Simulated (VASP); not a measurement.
# BaTiO3: single point with LDA

Crystal: BaTiO3.

```
Ba Ti O
1.0
     4.04275    0.00000    0.00000
     0.00000    4.04275    0.00000
     0.00000    0.00000    4.95024
Ba Ti O
1 1 3
Direct
  0.00000 0.00000 0.00000
  0.50000 0.50000 0.50000
  0.00000 0.50000 0.50000
  0.50000 0.00000 0.50000
  0.00000 0.00000 0.50000
```

- Program: VASP 6.6.1
- Task: single point
- Functional: LDA
- Potentials or basis: VASP PAW LDA potentials, release 64 (Ba_sv, Ti_sv, O)
- Cutoff: 520 eV
- k mesh: 6 × 6 × 4
- Occupations: fermi-dirac, width 0.05 eV
- Spin: no spin polarisation

* Pressure: -2.6 GPa
* Band gap on the k mesh: zero (bands 20 and 21 overlap by 1.81 eV)

Stress tensor (GPa, compression positive):
```
-2.50  0.00  0.00
 0.00 -2.50  0.00
 0.00  0.00 -2.85
```

Levels at points of the mesh, in eV from the Fermi level:
```csv
k point,band 17,band 18,band 19,band 20,band 21,band 22,band 23,band 24
"(0.00, 0.00, 0.00)",-3.69,-1.98,-1.20,-0.04,-0.04,-0.02,1.47,1.68
"(0.50, 0.00, 0.00)",-2.98,-1.91,-1.40,-0.47,0.16,0.85,1.19,1.59
"(0.50, 0.50, 0.00)",-2.88,-2.27,-2.27,-1.62,-1.51,1.61,1.61,2.26
"(0.00, 0.00, 0.50)",-3.75,-2.85,0.02,0.11,0.11,0.21,0.58,1.66
"(0.50, 0.00, 0.50)",-3.09,-2.96,-2.11,-0.13,0.05,0.85,1.53,1.93
"(0.50, 0.50, 0.50)",-3.88,-2.87,-2.49,-2.49,-0.53,0.42,1.59,1.59
```

Wall time 120 s on 1 thread of AMD EPYC 7R13, with other jobs on the host, peak memory 0.17 GiB.

Caveat: spin-orbit coupling is left out, which moves the levels of the heavy elements; semilocal functionals often make such compounds metallic where correlation or magnetic order opens a gap, which also shifts bond lengths.
